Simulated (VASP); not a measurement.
A run of VASP 6.6.1 is set up as follows.

File INCAR:

```
PREC = Accurate
ENCUT = 520
EDIFF = 1E-6
ISMEAR = 0
SIGMA = 0.1
LREAL = False
LASPH = True
NELM = 80
ALGO = Normal
ISIF = 2
LWAVE = False
LCHARG = False
GGA = PE
NBANDS = 66
```

Contents of KPOINTS:

```
Automatic mesh
0
Gamma
  4 4 2
```

POSCAR

```
KGe4O7
1.0
    2.8506020200     -6.8036961100      0.0000000000
    2.8506020200      6.8036961100      0.0000000000
    0.0000000000      0.0000000000      8.0520636000
K Ge O
1 4 7
Direct
    0.0000000000      0.0000000000      0.5000000000
    0.5000000000      0.5000000000      0.7895990000
    0.5000000000      0.5000000000      0.2104010000
    0.3173019000      0.6826981000      0.5000000000
    0.6826981000      0.3173019000      0.5000000000
    0.5000000000      0.5000000000      0.0000000000
    0.4086509500      0.5913490500      0.6447995000
    0.5913490500      0.4086509500      0.6447995000
    0.4086509500      0.5913490500      0.3552005000
    0.5913490500      0.4086509500      0.3552005000
    0.5000000000      0.0000000000      0.5000000000
    0.0000000000      0.5000000000      0.5000000000
```

Potentials or basis: VASP PAW PBE potentials, release 64 (K_sv, Ge_d, O).

The run is started by

```bash
$ cat potpaw_PBE.64/K_sv/POTCAR potpaw_PBE.64/Ge_d/POTCAR potpaw_PBE.64/O/POTCAR > POTCAR
$ mpirun -np 1 vasp_std > vasp.out
```

Q: Estimate the band gap on the k mesh.

A: Zero (an odd number of electrons rules out a gap without spin polarisation).

Q: Predict the largest force.

A: 2.268 eV/Å.

Forces on the atoms (eV/Å):
```
K    0.000  0.000  0.000
Ge   0.000  0.000 -0.470
Ge   0.000  0.000  0.470
Ge   0.000 -0.435  0.000
Ge   0.000  0.435  0.000
O    0.000  0.000  0.000
O    0.000  1.867  1.289
O    0.000 -1.867  1.289
O    0.000  1.867 -1.289
O    0.000 -1.867 -1.289
O    0.000  0.000  0.000
O    0.000  0.000  0.000
```

Caveat: the k points lie up to 0.39 Å⁻¹ apart, too coarse for converged energies and pressures of a metal; an odd number of electrons without spin polarisation forces a metal; a magnetic or distorted state may lie lower.
